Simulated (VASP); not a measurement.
YZr, 2 atoms in the cell. The structure is hexagonal, space group P-6m2 (No. 187). Conventional cell: a = 3.281 Å, b = 3.281 Å, c = 5.177 Å, α = 90.00°, β = 90.00°, γ = 120.00°. Within 4.2 Å of Y (site symmetry -6m2) lie 6 Zr at 3.21 Å and 6 Y at 3.28 Å. Zr (site symmetry -6m2) has 6 Y at 3.21 Å and 6 Zr at 3.28 Å within 4.2 Å. 

```yaml
Program: VASP 6.6.1
Task: single point
Functional: PBEsol
Potentials_or_basis: VASP PAW PBE potentials, release 64 (Y_sv, Zr_sv)
Cutoff: 520 eV
k_mesh: 10 × 10 × 6
Occupations: methfessel-paxton, width 0.05 eV
Spin: no spin polarisation
Dipole_correction: no
Further_INCAR_settings: ALGO = Normal; EDIFF = 1e-07; NBANDS = 18
```

Potentials or basis: VASP PAW PBE potentials, release 64 (Y_sv, Zr_sv).

Command:

```sh
$ cat potpaw_PBE.64/Y_sv/POTCAR potpaw_PBE.64/Zr_sv/POTCAR > POTCAR
$ mpirun -np 1 vasp_std > vasp.out
```

Hardware: 1 thread of Intel(R) Xeon(R) 6975P-C (Granite Rapids), with other jobs on the host.

**Question.** Estimate the wall time of this run.

**Answer.** Run time: 20 s on 1 thread of Intel(R) Xeon(R) 6975P-C (Granite Rapids), on a shared host, peak memory 0.21 GiB. Counts: scf iterations 15, k points 56.
